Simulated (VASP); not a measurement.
Pd: relaxation of volume and atoms at fixed shape with LDA

The system is Pd.

```xyz
1
Lattice="0.0000 1.9465 1.9465 1.9465 0.0000 1.9465 1.9465 1.9465 0.0000" Properties=species:S:1:pos:R:3 pbc="T T T"
Pd    0.0000    0.0000    0.0000
```

```yaml
Program: VASP 6.6.1
Task: relaxation of volume and atoms at fixed shape
Functional: LDA
Potentials_or_basis: VASP PAW LDA potentials, release 64 (Pd)
Cutoff: 500 eV
k_mesh: 9 × 9 × 9
Occupations: gaussian, width 0.05 eV
Spin: no spin polarisation
Dipole_correction: no
Further_INCAR_settings: ALGO = Normal; EDIFF = 1e-07; IBRION = 2; EDIFFG = -0.01; NSW = 50; ISIF = 8
```

```
Relaxed volume                        : 14.14 Å³/atom
Relaxed cell                          : a = 2.714 Å, b = 2.714 Å, c = 2.714 Å, α = 60.00°, β = 60.00°, γ = 60.00°
Space group after relaxing (to 0.1 Å) : Fm-3m (No. 225)
Energy gained by relaxing             : 17.4 meV/atom
Ionic steps                           : 4
Pressure after relaxing               : 0.0 GPa
Band gap on the k mesh                : zero (bands 5 and 6 overlap by 1.59 eV)
```

The path:
```csv
step,energy change (eV),largest force (eV/Å),pressure (GPa),volume (Å³)
1,0.0000,0.0000,-8.66,14.75
2,0.0447,0.0000,21.03,13.11
3,-0.0174,0.0000,-0.22,14.15
4,-0.0174,0.0000,-0.04,14.14
```

Final structure:
```yaml
crystal:
  lattice:
    - [0.00000, 1.91919, 1.91919]
    - [1.91919, 0.00000, 1.91919]
    - [1.91919, 1.91919, 0.00000]
  atoms:
    - { symbol: Pd, position: [0.00000, 0.00000, 0.00000] }
```

Levels at points of the mesh, in eV from the Fermi level:
```
           k point  band 1  band 2  band 3  band 4  band 5  band 6  band 7  band 8  band 9
(0.00, 0.00, 0.00)   -7.53   -3.05   -3.05   -3.05   -1.28   -1.28   17.18   22.15   22.15
```

It took 10 s on 1 thread of Intel(R) Xeon(R) 6975P-C (Granite Rapids), on a shared host, peak memory 0.12 GiB.

LDA usually gives volumes a few per cent too small. Zero-point motion and thermal expansion aren't in these numbers.
